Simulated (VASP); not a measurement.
Input of a VASP 6.6.1 run:

The input POSCAR:

```
NaI
1.0
    0.0000000000      3.1393080000      3.1393080000
    3.1393080000      0.0000000000      3.1393080000
    3.1393080000      3.1393080000      0.0000000000
Na I
1 1
Direct
    0.0000000000      0.0000000000      0.0000000000
    0.5000000000      0.5000000000      0.5000000000
```

File INCAR.step1:

```
SYSTEM = NaI
ALGO     = Normal         ! electronic algorithm
EDIFF    = 1E-4           ! SCF threshold, eV
ENCUT    = 520            ! plane-wave cutoff, eV
GGA      = PE             ! functional
ISMEAR   = 0              ! smearing method
LASPH    = .TRUE.         ! aspherical terms in the spheres
LCHARG   = .FALSE.        ! write CHGCAR
LREAL    = .FALSE.        ! projectors in reciprocal space
LWAVE    = .TRUE.         ! write WAVECAR
NBANDS   = 14             ! bands
NELM     = 60             ! most SCF steps
PREC     = Accurate       ! precision mode
SIGMA    = 0.05           ! smearing width, eV
```

The input INCAR.step2:

```
SYSTEM = NaI
ALGO     = Normal         ! electronic algorithm
EDIFF    = 1E-6           ! SCF threshold, eV
ENCUT    = 520            ! plane-wave cutoff, eV
ISIF     = 2              ! what is computed and relaxed
ISMEAR   = 0              ! smearing method
ISTART   = 1            
LASPH    = .TRUE.         ! aspherical terms in the spheres
LCHARG   = .FALSE.        ! write CHGCAR
LMIXTAU  = .TRUE.       
LREAL    = .FALSE.        ! projectors in reciprocal space
LWAVE    = .FALSE.        ! write WAVECAR
METAGGA  = R2SCAN         ! meta-GGA
NBANDS   = 14             ! bands
NELM     = 60             ! most SCF steps
PREC     = Accurate       ! precision mode
SIGMA    = 0.05           ! smearing width, eV
```

KPOINTS

```
k-points
0
G
  6 6 6
  0 0 0
```

Potentials or basis: VASP PAW PBE potentials, release 64 (Na_pv, I).

Launch:

```console
$ cat potpaw_PBE.64/Na_pv/POTCAR potpaw_PBE.64/I/POTCAR > POTCAR
$ cp INCAR.step1 INCAR
$ mpirun -np 1 vasp_std > vasp.out
$ cp INCAR.step2 INCAR
$ mpirun -np 1 vasp_std > vasp.out
```

Task: Predict the pressure.

Result: 1.7 GPa.

Task: Predict the band gap on the k mesh.

Result: 4.74 eV.

Caveat: the cell differs from its parent crystal (strain -0.030 along x and y, -0.030 along z); the PAW data sets were made with another functional, which shifts forces and pressure a little; spin-orbit coupling is left out, which moves the levels of the heavy elements.
